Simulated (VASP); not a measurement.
Wanted: the native input for a VASP 6.6.1 run.

| Quantity | Value |
| --- | --- |
| Task | single point |
| Functional | r2SCAN |
| Potentials or basis | VASP PAW PBE potentials, release 64 (Pt, Mn_pv) |
| Cutoff | 520 eV |
| k mesh | 11 × 11 × 4 |
| Occupations | fermi-dirac, width 0.05 eV |
| Spin | collinear spin, ferromagnetic start |
| Starting moments | [0.0, 0.0, 4.0] μB |
| Dipole correction | no |
| Further INCAR settings | ALGO = Normal; EDIFF = 1e-06; NBANDS = 28 |

Crystal: MnPt2.

```
CELL_PARAMETERS angstrom
2.83922 0.00000 0.00000
-1.41961 2.45884 0.00000
0.00000 0.00000 6.48866
ATOMIC_POSITIONS crystal
Pt 0.66667 0.33333 0.31621
Pt 0.33333 0.66667 0.68379
Mn 0.00000 0.00000 0.00000
```

The input as run:

POSCAR

```
MnPt2
1.0
    2.8392199513      0.0000000000      0.0000000000
   -1.4196099756      2.4588366048      0.0000000000
    0.0000000000      0.0000000000      6.4886603702
Pt Mn
2 1
Direct
    0.6666666667      0.3333333333      0.3162060000
    0.3333333333      0.6666666667      0.6837940000
    0.0000000000      0.0000000000      0.0000000000
```

INCAR.step1

```
SYSTEM = MnPt2
  PREC = Accurate
  ENCUT = 520
  ISMEAR = -1
  SIGMA = 0.05
  LREAL = .False.
  LASPH = .True.
  NELM = 150
  ISPIN = 2
  MAGMOM = 0 0 4
  LMAXMIX = 4
  NBANDS = 28
  GGA = PE
  ALGO = Normal
  EDIFF = 1E-4
  LWAVE = .True.
  LCHARG = .False.
```

INCAR.step2

```
SYSTEM = MnPt2
  PREC = Accurate
  ENCUT = 520
  EDIFF = 1E-6
  ISMEAR = -1
  SIGMA = 0.05
  LREAL = .False.
  LASPH = .True.
  NELM = 150
  ALGO = Normal
  ISIF = 2
  LWAVE = .False.
  LCHARG = .False.
  ISPIN = 2
  MAGMOM = 0 0 4
  LORBIT = 11
  LMAXMIX = 4
  METAGGA = R2SCAN
  LMIXTAU = .True.
  NBANDS = 28
  ISTART = 1
```

KPOINTS

```
Automatic mesh
0
Gamma
  11 11 4
  0 0 0
```

Potentials or basis: VASP PAW PBE potentials, release 64 (Pt, Mn_pv).

Launch:

```sh
$ cat potpaw_PBE.64/Pt/POTCAR potpaw_PBE.64/Mn_pv/POTCAR > POTCAR
$ cp INCAR.step1 INCAR
$ mpirun -np 1 vasp_std > vasp.out
$ cp INCAR.step2 INCAR
$ mpirun -np 1 vasp_std > vasp.out
```

It gave:

The pressure is 2.3 GPa. The largest force is 0.104 eV/Å and the net moment is 4.80 μB per cell. The site moments are Pt +0.31; Mn +4.03 μB and the valence electrons inside the program's atomic spheres are Pt 9.30; Mn 11.57.

Caveat: the PAW data sets were made with another functional, which shifts forces and pressure a little.

Run time: 7.1 min on 1 thread of Oxide Virtual Turin-like Processor (shared host), peak memory 0.25 GiB.
